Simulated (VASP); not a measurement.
# ZrC (Imm2) in VASP: notebook, part 2 of 2

VASP 6.6.1.

**3. Single point, PBEsol (all Zr atoms moved +0.263 Å, as atom 1 along Cartesian [1 -1 0])**

Contents of INCAR:

```
ALGO = Normal ; EDIFF = 1E-7
ENCUT = 520 ; GGA = PS
ISIF = 2 ; ISMEAR = 0
LASPH = T ; LCHARG = F
LREAL = F ; LWAVE = F
NBANDS = 15 ; NELM = 100
PREC = Accurate ; SIGMA = 0.15
```

Contents of KPOINTS:

```
k-points
0
Gamma
  18 18 18
```

Contents of POSCAR:

```
ZrC
1.0
    0.0000000000      2.3502100000      2.3502100000
    2.3502100000      0.0000000000      2.3502100000
    2.3502100000      2.3502100000      0.0000000000
Zr C
1 1
Direct
    0.4210217257      0.5789782743      0.5000000000
    0.0000000000      0.0000000000      0.0000000000
```

Potentials or basis: VASP PAW PBE potentials, release 64 (Zr_sv, C).

Run with:

```
> cat potpaw_PBE.64/Zr_sv/POTCAR potpaw_PBE.64/C/POTCAR > POTCAR
> mpirun -np 1 vasp_std > vasp.out
```

OUTCAR:

```text
EDIFF = 1E-7
   ENCUT = 520
   GGA = PS
   ISIF = 2
   ISMEAR = 0
   LASPH = T
   LREAL = F
   NELM = 100
   PREC = Accurate

 ion  position               nearest neighbor table
   1  0.421  0.579  0.500-   2 2.17   2 2.17   2 2.36   2 2.36   2 2.54   2 2.54
   2  0.000  0.000  0.000-   1 2.17   1 2.17   1 2.36   1 2.36   1 2.54   1 2.54

  LATTYP: Found a face centered cubic cell.
 ALAT       =     4.7004200000

  Lattice vectors:

 A1 = (   0.0000000000,   2.3502100000,   2.3502100000)
 A2 = (   2.3502100000,   0.0000000000,   2.3502100000)
 A3 = (   2.3502100000,   2.3502100000,   0.0000000000)

Analysis of symmetry for initial positions (statically):
=====================================================================
 Subroutine PRICEL returns:
 Original cell was already a primitive cell.

 Routine SETGRP: Setting up the symmetry group for a
 face centered cubic supercell.

 Subroutine GETGRP returns: Found  4 space group operations
 (whereof  4 operations were pure point group operations)
 out of a pool of 48 trial point group operations.

The static configuration has the point symmetry C_2v.

Analysis of symmetry for dynamics (positions and initial velocities):
=====================================================================
 Subroutine PRICEL returns:
 Original cell was already a primitive cell.

 Routine SETGRP: Setting up the symmetry group for a
 face centered cubic supercell.

 Subroutine GETGRP returns: Found  4 space group operations
 (whereof  4 operations were pure point group operations)
 out of a pool of 48 trial point group operations.

The dynamic configuration has the point symmetry C_2v.

 Subroutine INISYM returns: Found  4 space group operations
 (whereof  4 operations are pure point group operations),
 and found     1 'primitive' translations

----------------------------------------------------------------------------------------

                                     Primitive cell

  volume of cell :      25.9627

  direct lattice vectors                    reciprocal lattice vectors
     0.000000000  2.350210000  2.350210000    -0.212746946  0.212746946  0.212746946
     2.350210000  0.000000000  2.350210000     0.212746946 -0.212746946  0.212746946
     2.350210000  2.350210000  0.000000000     0.212746946  0.212746946 -0.212746946

  length of vectors
     3.323698856  3.323698856  3.323698856     0.368488520  0.368488520  0.368488520

  position of ions in fractional coordinates (direct lattice)
     0.421021726  0.578978274  0.500000000
     0.000000000  0.000000000  0.000000000

  ion indices of the primitive-cell ions
   primitive index   ion index
                 1           1
                 2           2

----------------------------------------------------------------------------------------

 KPOINTS: k-points

Automatic generation of k-mesh.
 Grid dimensions read from file:
 generate k-points for:   18   18   18

 Generating k-lattice:

  Cartesian coordinates                     Fractional coordinates (reciprocal lattice)
    -0.011819275  0.011819275  0.011819275     0.055555556  0.000000000  0.000000000
     0.011819275 -0.011819275  0.011819275     0.000000000  0.055555556  0.000000000
     0.011819275  0.011819275 -0.011819275     0.000000000  0.000000000  0.055555556

  Length of vectors
     0.020471584  0.020471584  0.020471584

  Shift w.r.t. Gamma in fractional coordinates (k-lattice)
     0.000000000  0.000000000  0.000000000

 Subroutine IBZKPT returns following result:
 ===========================================

 Found    865 irreducible k-points:

 Following reciprocal coordinates:
            Coordinates               Weight
  0.000000  0.000000  0.000000      1.000000
  0.055556  0.000000  0.000000      4.000000
  0.000000  0.000000  0.055556      4.000000
  0.111111  0.000000  0.000000      4.000000
  0.000000  0.000000  0.111111      4.000000
  0.166667  0.000000  0.000000      4.000000
[... 16 lines left out ...]
  0.000000  0.111111  0.055556      8.000000
  0.055556  0.000000  0.111111      8.000000
 [... further k-points ...]
   k-points           NKPTS =    865   k-points in BZ     NKDIM =    865   number of bands    NBANDS=     15
   number of dos      NEDOS =    301   number of ions     NIONS =      2
   total plane-waves  NPLWV =  21952
   dimension x,y,z NGX =    28 NGY =   28 NGZ =   28
   dimension x,y,z NGXF=    56 NGYF=   56 NGZF=   56
   ions per type =               1   1
   NGX,Y,Z   is equivalent  to a cutoff of  14.01, 14.01, 14.01 a.u.
   NGXF,Y,Z  is equivalent  to a cutoff of  28.01, 28.01, 28.01 a.u.
 SYSTEM =  unknown system
   PREC   = accura    normal or accurate (medium, high low for compatibility)
   ISTART =      0    job   : 0-new  1-cont  2-samecut
   ICHARG =      2    charge: 1-file 2-atom 10-const
   ISPIN  =      1    spin polarized calculation?
   LNONCOLLINEAR =      F non collinear calculations
   LSORBIT =      F    spin-orbit coupling
   LASPH  =      T    aspherical Exc in radial PAW
   ENCUT  =  520.0 eV  38.22 Ry    6.18 a.u.   6.18  6.18  6.18*2*pi/ulx,y,z
   NELM   =    100;   NELMIN=  2; NELMDL= -5     # of ELM steps
   EDIFF  = 0.1E-06   stopping-criterion for ELM
   LREAL  =      F    real-space projection
   EDIFFG = 0.1E-05   stopping-criterion for IOM
   NSW    =      0    number of steps for IOM
   IBRION =     -1    ionic relax: 0-MD 1-quasi-New 2-CG
   NFREE  =      0    steps in history (QN), initial steepest desc. (CG)
   ISIF   =      2    stress and relaxation
   ISYM   =      2    0-nonsym 1-usesym 2-fastsym
   POTIM  = 0.5000    time-step for ionic-motion
   TEBEG  =    0.0;   TEEND  =   0.0 temperature during run
   PSTRESS=    0.0 pullay stress
   NELECT =      16.0000    total number of electrons
   NUPDOWN=      -1.0000    fix difference up-down
   EMIN   =  10.00;   EMAX   =-10.00  energy-range for DOS
   EFERMI =   0.00;   METHOD = LEGACY
   ISMEAR =     0;   SIGMA  =   0.15  broadening in eV -4-tet -1-fermi 0-gaus
   EFERMI_NEDOS =   21; number of points for ismear=-14 and -15
   IALGO  =     38    algorithm
   IMIX   =      4    mixing-type and parameters
     AMIX     =   0.40;   BMIX     =  1.00
     AMIX_MAG =   1.60;   BMIX_MAG =  1.00
  volume/ion in A,a.u.               =      12.98        87.60
  Fermi-wavevector in a.u.,A,eV,Ry     =   1.393151  2.632673 26.407131  1.940869
  Thomas-Fermi vector in A             =   2.516825
   LORBIT       =      0    0 simple, 1 ext, 2 COOP (PROOUT), +10 PAW based schemes
   GGA     = PS    functional components
   LHFCALC =     F    Hartree Fock is set to
   AEXX    =    0.0000 exact exchange contribution
   IVDW    =     0    specifies the selected vdW correction
   LEPSILON=     F    determine dielectric tensor
   LRPA    =     F    only Hartree local field effects (RPA)
 non-spin polarized calculation
 Gauss-broadening in eV      SIGMA  =   0.15
  energy-cutoff  :      520.00
  volume of cell :       25.96
 maximum number of plane-waves:       725
 NGX is ok and might be reduce to    28
   NGX = 13   NGY = 13   NGZ = 13

 number of electron      16.0000000 magnetization

 Free energy of the ion-electron system (eV)
  ---------------------------------------------------
  ext. energy  EPLUGINS =         0.00000000
  ---------------------------------------------------
  free energy    TOTEN  =       -20.33679709 eV

  energy without entropy =      -20.33607955  energy(sigma->0) =      -20.33643832

 E-fermi :   9.6297     XC(G=0): -12.2524

 val. band max:        9.5904638152   @ k =   0.0556   0.0556   0.1111
 cond. band min:       9.6970321579   @ k =   0.0556   0.3889   0.3333
 fundamental gap:      0.1065683427
 Fermi energy:         9.6297442686

 k-point     1 :       0.0000    0.0000    0.0000
  band No.  band energies     occupation
      1     -38.4748      2.00000
      2     -16.2358      2.00000
      3     -16.2324      2.00000
      4     -16.2302      2.00000
      5      -1.7245      2.00000
      6       8.9402      2.00000
      7       9.1022      2.00000
      8       9.4828      1.83406
      9      10.5083      0.00000
     10      11.6061      0.00000
     11      12.1024      0.00000
     12      13.1409      0.00000
     13      13.5958      0.00000
     14      16.5731      0.00000
     15      19.7350      0.00000
[... 397 lines left out ...]
 k-point    24 :       0.0556    0.0000    0.1111
  band No.  band energies     occupation
      1     -38.4636      2.00000
      2     -16.3265      2.00000
      3     -16.2517      2.00000
      4     -16.2428      2.00000
      5      -1.4671      2.00000
      6       8.1296      2.00000
      7       8.8250      2.00000
      8       9.4395      1.92709
      9      10.4302      0.00000
     10      11.3163      0.00000
     11      12.2551      0.00000
     12      13.5874      0.00000
     13      14.8854      0.00000
     14      17.1858      0.00000
     15      20.4260      0.00000

 [... further k-points ...]
[... 5 lines left out ...]
  --------------------------------------------------------------------------------------
  -------------------------------------------------------------------------------------
  Total        0.7199885      0.7199885     -0.8707371      0.4198785      0.0000000      0.0000000
  in kB       44.4310079     44.4310079    -53.7338111     25.9110052      0.0000000      0.0000000
  external PRESSURE =      11.7094016 kB  Pullay stress =       0.0000000 kB

 VOLUME and BASIS-vectors are now :
 -----------------------------------------------------------------------------
  energy-cutoff  :      520.00
  volume of cell :       25.96
      direct lattice vectors                 reciprocal lattice vectors
     0.000000000  2.350210000  2.350210000    -0.212746946  0.212746946  0.212746946
     2.350210000  0.000000000  2.350210000     0.212746946 -0.212746946  0.212746946
     2.350210000  2.350210000  0.000000000     0.212746946  0.212746946 -0.212746946

 POSITION                                       TOTAL-FORCE (eV/Angst)
 -----------------------------------------------------------------------------------
      2.53583      2.16459      2.35021        -1.285246      1.285246      0.000000
      0.00000      0.00000      0.00000         1.285246     -1.285246      0.000000
 -----------------------------------------------------------------------------------
    total drift:                                0.000010     -0.000010      0.000000

  FREE ENERGIE OF THE ION-ELECTRON SYSTEM (eV)
  ---------------------------------------------------
  free  energy   TOTEN  =       -20.3367970883 eV

  energy  without entropy=      -20.3360795463  energy(sigma->0) =      -20.33643832
```

OSZICAR:

```text
N       E                     dE             d eps       ncg     rms          rms(c)
DAV:   1     0.997020149421E+02    0.99702E+02   -0.86049E+03 25958   0.108E+03
DAV:   2    -0.175049385887E+02   -0.11721E+03   -0.10983E+03 32810   0.289E+02
DAV:   3    -0.235476796004E+02   -0.60427E+01   -0.60002E+01 44574   0.556E+01
DAV:   4    -0.236899420713E+02   -0.14226E+00   -0.14221E+00 30542   0.615E+00
DAV:   5    -0.236914012872E+02   -0.14592E-02   -0.14592E-02 35544   0.561E-01    0.222E+01
DAV:   6    -0.204475078696E+02    0.32439E+01   -0.60807E+00 31063   0.222E+01    0.784E+00
DAV:   7    -0.203588844585E+02    0.88623E-01   -0.46701E-01 28734   0.551E+00    0.645E+00
DAV:   8    -0.203526157235E+02    0.62687E-02   -0.20897E-01 35099   0.357E+00    0.346E+00
DAV:   9    -0.203366523641E+02    0.15963E-01   -0.33662E-02 30332   0.135E+00    0.240E-01
DAV:  10    -0.203368112954E+02   -0.15893E-03   -0.14826E-03 35682   0.393E-01    0.366E-02
DAV:  11    -0.203367985932E+02    0.12702E-04   -0.45315E-05 31347   0.710E-02    0.162E-02
DAV:  12    -0.203367970194E+02    0.15739E-05   -0.38566E-06 37566   0.176E-02    0.785E-03
DAV:  13    -0.203367971587E+02   -0.13934E-06   -0.49962E-07 32467   0.694E-03    0.148E-03
DAV:  14    -0.203367970883E+02    0.70368E-07   -0.32126E-08 20493   0.131E-03
   1 F= -.20336797E+02 E0= -.20336438E+02  d E =-.717542E-03
```

stdout:

```text
POSCAR found type information on POSCAR ZrC
 POSCAR found :  2 types and       2 ions
 scaLAPACK will be used
 -----------------------------------------------------------------------------
|                                                                             |
|                                                                             |
|     You enforced a specific xc type in the INCAR file but a different       |
|     I HOPE YOU KNOW WHAT YOU ARE DOING!                                     |
|                                                                             |
 -----------------------------------------------------------------------------

 LDA part: xc-table for (Slater+PW92), standard interpolation
 POSCAR, INCAR and KPOINTS ok, starting setup
 FFT: planning ... GRIDC
 FFT: planning ... GRID_SOFT
 FFT: planning ... GRID
 WAVECAR not read
 entering main loop
```

Run time: 9.6 min. Hardware: 1 thread of AMD EPYC 7R43 (Zen 3), shared host; peak memory 0.41 GiB.

Results:

```
Free energy            : -20.3368 eV
Pressure               : 1.2 GPa
Largest force          : 1.818 eV/Å
Band gap on the k mesh : 0.11 eV, indirect (least direct gap 0.30 eV)
```

Forces on the atoms (eV/Å):
```
Zr  -1.285  1.285  0.000
C    1.285 -1.285  0.000
```

Caveat: the cell differs from its parent crystal (all Zr atoms moved +0.263 Å, as atom 1 along Cartesian [1 -1 0]); the PAW data sets were made with another functional, which shifts forces and pressure a little.
